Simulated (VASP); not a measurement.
# Si6Ge (Pm) in VASP: single point with PBE

Aim: the single point of Si6Ge with PBE.

All numbers are computed with VASP 6.6.1; they aren't measurements. Logs are shortened: lines on timing, memory, paths and dates and some standing lists are left out, and cuts for length are marked.

### Step 1. The cell of the first run

Symmetry: Pm, No. 6, monoclinic system. Conventional cell: a = 5.944 Å, b = 7.729 Å, c = 6.619 Å, α = 90.00°, β = 116.20°, γ = 90.00°. Within 3.1 Å of Si (site symmetry 1) lie 4 Si at 2.38 to 2.50 Å and 1 Ge at 2.73 Å. Within 3.1 Å of Si (site symmetry 1) lie 4 Si at 2.37 to 2.50 Å and 1 Ge at 2.62 Å. Within 3.1 Å of Si (site symmetry 1) lie 4 Si at 2.35 to 2.45 Å and 1 Ge at 2.91 Å. Si (site symmetry m) has 4 Si at 2.38 to 2.44 Å and 2 Ge at 2.93 Å within 3.1 Å. Si (site symmetry m) has 4 Si at 2.38 to 2.41 Å within 3.1 Å. Si (site symmetry m) has 4 Si at 2.39 to 2.41 Å within 3.2 Å. Si (site symmetry m) has 4 Si at 2.37 to 2.44 Å and 2 Ge at 3.00 Å within 3.1 Å. Si (site symmetry m) has 4 Si at 2.36 to 2.40 Å within 3.1 Å.

### Step 2. Single point, PBE

File INCAR:

```
PREC = Accurate ; ENCUT = 520
EDIFF = 1E-6 ; ISMEAR = 0
SIGMA = 0.1 ; LREAL = False
LASPH = True ; NELM = 80
ALGO = Normal ; ISIF = 2
LWAVE = False ; LCHARG = False
GGA = PE ; NBANDS = 51
```

File KPOINTS:

```
regular mesh
0
Gamma
  6 4 6
```

File POSCAR:

```
Si6Ge
1.0
    5.9435736670      0.0000000000      0.0004581747
    0.0000000000      7.7289864700      0.0000000000
   -2.9229051945      0.0000000000      5.9385430979
Si Ge
12 2
Direct
    0.4148118345      0.7509184876      0.4083334779
    0.4148118345      0.2490815124      0.4083334779
    0.9799126015      0.7518296217      0.3779247572
    0.9799126015      0.2481703783      0.3779247572
    0.5351464987      0.7493114819      0.1102638468
    0.5351464987      0.2506885181      0.1102638468
    0.6128490120      0.0000000000      0.6236980693
    0.6145487530      0.5000000000      0.6210092691
    0.0095095415      0.5000000000      0.5998596538
    0.0105387813      0.0000000000      0.5986438126
    0.4343935171      0.5000000000      0.8811694251
    0.4330450116      0.0000000000      0.8857292802
    0.0159625596      0.8274362504      0.0073274685
    0.0159625596      0.1725637496      0.0073274685
```

Potentials or basis: VASP PAW PBE potentials, release 64 (Si, Ge_d).

Command:

```bash
cat potpaw_PBE.64/Si/POTCAR potpaw_PBE.64/Ge_d/POTCAR > POTCAR
mpirun -np 1 vasp_std > vasp.out
```

OUTCAR:

```text
PREC = Accurate
   ENCUT = 520
   EDIFF = 1E-6
   ISMEAR = 0
   LREAL = False
   LASPH = True
   NELM = 80
   ISIF = 2
   GGA = PE

 ion  position               nearest neighbor table
   1  0.415  0.751  0.408-   7 2.38   5 2.38   8 2.38   3 2.50  13 2.73
   2  0.415  0.249  0.408-   7 2.38   6 2.38   8 2.38   4 2.50  14 2.73
   3  0.980  0.752  0.378-  10 2.37   9 2.40   5 2.45   1 2.50  13 2.62
   4  0.980  0.248  0.378-  10 2.37   9 2.40   6 2.45   2 2.50  14 2.62
   5  0.535  0.749  0.110-  12 2.35  11 2.36   1 2.38   3 2.45  13 2.91
   6  0.535  0.251  0.110-  12 2.35  11 2.36   2 2.38   4 2.45  14 2.91
   7  0.613  0.000  0.624-   1 2.38   2 2.38  12 2.41  10 2.44  13 2.93  14 2.93
   8  0.615  0.500  0.621-   1 2.38   2 2.38  11 2.40   9 2.41
   9  0.010  0.500  0.600-  11 2.39   4 2.40   3 2.40   8 2.41
  10  0.011  0.000  0.599-   3 2.37   4 2.37  12 2.39   7 2.44  13 3.00  14 3.00
  11  0.434  0.500  0.881-   5 2.36   6 2.36   9 2.39   8 2.40
  12  0.433  0.000  0.886-   5 2.35   6 2.35  10 2.39   7 2.41
  13  0.016  0.827  0.007-   3 2.62  14 2.67   1 2.73   5 2.91   7 2.93  10 3.00
  14  0.016  0.173  0.007-   4 2.62  13 2.67   2 2.73   6 2.91   7 2.93  10 3.00

  LATTYP: Found a simple monoclinic cell.
 ALAT       =     5.9435736847
 B/A-ratio  =     1.3003938169
 C/A-ratio  =     1.1136208007
 COS(beta)  =    -0.4415315253

  Lattice vectors:

 A1 = (   5.9435736670,   0.0000000000,   0.0004581747)
 A2 = (   0.0000000000,   7.7289864700,   0.0000000000)
 A3 = (  -2.9229051945,   0.0000000000,   5.9385430979)

Analysis of symmetry for initial positions (statically):
=====================================================================
 Subroutine PRICEL returns:
 Original cell was already a primitive cell.

 Routine SETGRP: Setting up the symmetry group for a
 simple monoclinic supercell.

 Subroutine GETGRP returns: Found  2 space group operations
 (whereof  2 operations were pure point group operations)
 out of a pool of  4 trial point group operations.

The static configuration has the point symmetry C_1h.

Analysis of symmetry for dynamics (positions and initial velocities):
=====================================================================
 Subroutine PRICEL returns:
 Original cell was already a primitive cell.

 Routine SETGRP: Setting up the symmetry group for a
 simple monoclinic supercell.

 Subroutine GETGRP returns: Found  2 space group operations
 (whereof  2 operations were pure point group operations)
 out of a pool of  4 trial point group operations.

The dynamic configuration has the point symmetry C_1h.

 Subroutine INISYM returns: Found  2 space group operations
 (whereof  2 operations are pure point group operations),
 and found     1 'primitive' translations

----------------------------------------------------------------------------------------

                                     Primitive cell

  volume of cell :     272.8140

  direct lattice vectors                    reciprocal lattice vectors
     5.943573667  0.000000000  0.000458175     0.168242562  0.000000000  0.082807694
     0.000000000  7.728986470  0.000000000     0.000000000  0.129383070  0.000000000
    -2.922905195  0.000000000  5.938543098    -0.000012980  0.000000000  0.168385081

  length of vectors
     5.943573685  7.728986470  6.618887286     0.187517129  0.129383070  0.168385081

  position of ions in fractional coordinates (direct lattice)
     0.414811835  0.750918488  0.408333478
     0.414811835  0.249081512  0.408333478
     0.979912601  0.751829622  0.377924757
     0.979912601  0.248170378  0.377924757
     0.535146499  0.749311482  0.110263847
     0.535146499  0.250688518  0.110263847
     0.612849012  0.000000000  0.623698069
     0.614548753  0.500000000  0.621009269
     0.009509542  0.500000000  0.599859654
     0.010538781  0.000000000  0.598643813
     0.434393517  0.500000000  0.881169425
     0.433045012  0.000000000  0.885729280
     0.015962560  0.827436250  0.007327469
     0.015962560  0.172563750  0.007327469

  ion indices of the primitive-cell ions
   primitive index   ion index
                 1           1
                 2           2
                 3           3
                 4           4
                 5           5
                 6           6
                 7           7
                 8           8
                 9           9
                10          10
                11          11
                12          12
                13          13
                14          14

----------------------------------------------------------------------------------------

 KPOINTS: regular mesh

Automatic generation of k-mesh.
 Grid dimensions read from file:
 generate k-points for:    6    4    6

 Generating k-lattice:

  Cartesian coordinates                     Fractional coordinates (reciprocal lattice)
     0.028040427  0.000000000  0.013801282     0.166666667  0.000000000  0.000000000
     0.000000000  0.032345768  0.000000000     0.000000000  0.250000000  0.000000000
    -0.000002163  0.000000000  0.028064180     0.000000000  0.000000000  0.166666667

  Length of vectors
     0.031252855  0.032345768  0.028064180

  Shift w.r.t. Gamma in fractional coordinates (k-lattice)
     0.000000000  0.000000000  0.000000000

 Subroutine IBZKPT returns following result:
 ===========================================

 Found     60 irreducible k-points:

 Following reciprocal coordinates:
            Coordinates               Weight
  0.000000  0.000000  0.000000      1.000000
  0.166667  0.000000  0.000000      2.000000
  0.333333  0.000000 -0.000000      2.000000
  0.500000  0.000000 -0.000000      1.000000
  0.000000  0.250000  0.000000      2.000000
  0.166667  0.250000  0.000000      4.000000
[... 16 lines left out ...]
 -0.333333  0.250000  0.166667      4.000000
 -0.166667  0.250000  0.166667      4.000000
 [... further k-points ...]
   k-points           NKPTS =     60   k-points in BZ     NKDIM =     60   number of bands    NBANDS=     51
   number of dos      NEDOS =    301   number of ions     NIONS =     14
   total plane-waves  NPLWV = 144000
   dimension x,y,z NGX =    48 NGY =   60 NGZ =   50
   dimension x,y,z NGXF=    96 NGYF=  120 NGZF=  100
   ions per type =              12   2
   NGX,Y,Z   is equivalent  to a cutoff of  13.43, 12.91, 12.56 a.u.
   NGXF,Y,Z  is equivalent  to a cutoff of  26.85, 25.81, 25.12 a.u.
 SYSTEM =  unknown system
   PREC   = accura    normal or accurate (medium, high low for compatibility)
   ISTART =      0    job   : 0-new  1-cont  2-samecut
   ICHARG =      2    charge: 1-file 2-atom 10-const
   ISPIN  =      1    spin polarized calculation?
   LNONCOLLINEAR =      F non collinear calculations
   LSORBIT =      F    spin-orbit coupling
   LASPH  =      T    aspherical Exc in radial PAW
   ENCUT  =  520.0 eV  38.22 Ry    6.18 a.u.  11.05 14.37 12.31*2*pi/ulx,y,z
   NELM   =     80;   NELMIN=  2; NELMDL= -5     # of ELM steps
   EDIFF  = 0.1E-05   stopping-criterion for ELM
   LREAL  =      F    real-space projection
   EDIFFG = 0.1E-04   stopping-criterion for IOM
   NSW    =      0    number of steps for IOM
   IBRION =     -1    ionic relax: 0-MD 1-quasi-New 2-CG
   NFREE  =      0    steps in history (QN), initial steepest desc. (CG)
   ISIF   =      2    stress and relaxation
   ISYM   =      2    0-nonsym 1-usesym 2-fastsym
   POTIM  = 0.5000    time-step for ionic-motion
   TEBEG  =    0.0;   TEEND  =   0.0 temperature during run
   PSTRESS=    0.0 pullay stress
   NELECT =      76.0000    total number of electrons
   NUPDOWN=      -1.0000    fix difference up-down
   EMIN   =  10.00;   EMAX   =-10.00  energy-range for DOS
   EFERMI =   0.00;   METHOD = LEGACY
   ISMEAR =     0;   SIGMA  =   0.10  broadening in eV -4-tet -1-fermi 0-gaus
   EFERMI_NEDOS =   21; number of points for ismear=-14 and -15
   IALGO  =     38    algorithm
   IMIX   =      4    mixing-type and parameters
     AMIX     =   0.40;   BMIX     =  1.00
     AMIX_MAG =   1.60;   BMIX_MAG =  1.00
  volume/ion in A,a.u.               =      19.49       131.50
  Fermi-wavevector in a.u.,A,eV,Ry     =   1.069196  2.020487 15.553898  1.143179
  Thomas-Fermi vector in A             =   2.204867
   LORBIT       =      0    0 simple, 1 ext, 2 COOP (PROOUT), +10 PAW based schemes
   GGA     = PE    functional components
   LHFCALC =     F    Hartree Fock is set to
   AEXX    =    0.0000 exact exchange contribution
   IVDW    =     0    specifies the selected vdW correction
   LEPSILON=     F    determine dielectric tensor
   LRPA    =     F    only Hartree local field effects (RPA)
 non-spin polarized calculation
 Gauss-broadening in eV      SIGMA  =   0.10
  energy-cutoff  :      520.00
  volume of cell :      272.81
 maximum number of plane-waves:      7378
 NGX is ok and might be reduce to    48
   NGX = 23   NGY = 29   NGZ = 25

 number of electron      76.0000007 magnetization

 Free energy of the ion-electron system (eV)
  ---------------------------------------------------
  ext. energy  EPLUGINS =         0.00000000
  ---------------------------------------------------
  free energy    TOTEN  =       -70.96422673 eV

  energy without entropy =      -70.94380263  energy(sigma->0) =      -70.95401468

 E-fermi :   6.5749     XC(G=0):  -9.8092

 val. band max:        6.5741663713   @ k =   0.3333   0.5000   0.5000
 cond. band min:       6.5756980991   @ k =   0.3333   0.2500   0.1667
 fundamental gap:      0.0015317278
 Fermi energy:         6.5749213243

 k-point     1 :       0.0000    0.0000    0.0000
  band No.  band energies     occupation
      1     -18.1228      2.00000
      2     -18.1217      2.00000
      3     -18.1090      2.00000
      4     -18.1067      2.00000
      5     -18.1026      2.00000
      6     -18.0506      2.00000
[... 1261 lines left out ...]
     49       9.7096      0.00000
     50      10.0416      0.00000

 [... further k-points ...]

 [bands above 50 left out]

------------------------ aborting loop because EDIFF is reached ----------------------------------------

  FORCE on cell =-STRESS in cart. coord.  units (eV):
  Direction    XX          YY          ZZ          XY          YZ          ZX
  --------------------------------------------------------------------------------------
  -------------------------------------------------------------------------------------
  Total       -0.1979598     -0.1135343     -0.0671441      0.0000000      0.0000000      0.0044124
  in kB       -1.1625748     -0.6667625     -0.3943227      0.0000000      0.0000000      0.0259132
  external PRESSURE =      -0.7412200 kB  Pullay stress =       0.0000000 kB

 VOLUME and BASIS-vectors are now :
 -----------------------------------------------------------------------------
  energy-cutoff  :      520.00
  volume of cell :      272.81
      direct lattice vectors                 reciprocal lattice vectors
     5.943573667  0.000000000  0.000458175     0.168242562  0.000000000  0.082807694
     0.000000000  7.728986470  0.000000000     0.000000000  0.129383070  0.000000000
    -2.922905195  0.000000000  5.938543098    -0.000012980  0.000000000  0.168385081

 POSITION                                       TOTAL-FORCE (eV/Angst)
 -----------------------------------------------------------------------------------
      1.27194      5.80384      2.42510         0.002165     -0.000106      0.001165
      1.27194      1.92515      2.42510         0.002165      0.000106      0.001165
      4.71954      5.81088      2.24477        -0.000620     -0.002334      0.004945
      4.71954      1.91811      2.24477        -0.000620      0.002334      0.004945
      2.85839      5.79142      0.65505        -0.001261      0.000413     -0.001745
      2.85839      1.93757      0.65505        -0.001261     -0.000413     -0.001745
      1.81950      0.00000      3.70414        -0.005775      0.000000     -0.007623
      1.83746      3.86449      3.68817        -0.008990      0.000000     -0.004059
     -1.69681      3.86449      3.56230         0.008159      0.000000     -0.002470
     -1.68714      0.00000      3.55508         0.002740      0.000000      0.000750
      0.00628      3.86449      5.23306         0.002194      0.000000      0.006459
     -0.01507      0.00000      5.26014        -0.001701      0.000000      0.008692
      0.07346      6.39524      0.04352         0.001404     -0.003328     -0.005239
      0.07346      1.33374      0.04352         0.001404      0.003328     -0.005239
 -----------------------------------------------------------------------------------
    total drift:                                0.000790     -0.000000     -0.001639

  FREE ENERGIE OF THE ION-ELECTRON SYSTEM (eV)
  ---------------------------------------------------
  free  energy   TOTEN  =       -70.9642267331 eV

  energy  without entropy=      -70.9438026271  energy(sigma->0) =      -70.95401468
```

Run time: 24 min. Hardware: 1 thread of Intel Xeon 8259CL, shared host; peak memory 0.76 GiB.

Results:

- Free energy: -70.9642 eV
- Pressure: -0.1 GPa
- Largest force: 0.010 eV/Å
- Band gap on the k mesh: zero (bands 38 and 39 overlap by 1.21 eV)

Forces on the atoms (eV/Å):
```
Si   0.002  0.000  0.001
Si   0.002  0.000  0.001
Si  -0.001 -0.002  0.005
Si  -0.001  0.002  0.005
Si  -0.001  0.000 -0.002
Si  -0.001  0.000 -0.002
Si  -0.006  0.000 -0.008
Si  -0.009  0.000 -0.004
Si   0.008  0.000 -0.002
Si   0.003  0.000  0.001
Si   0.002  0.000  0.006
Si  -0.002  0.000  0.009
Ge   0.001 -0.003 -0.005
Ge   0.001  0.003 -0.005
```
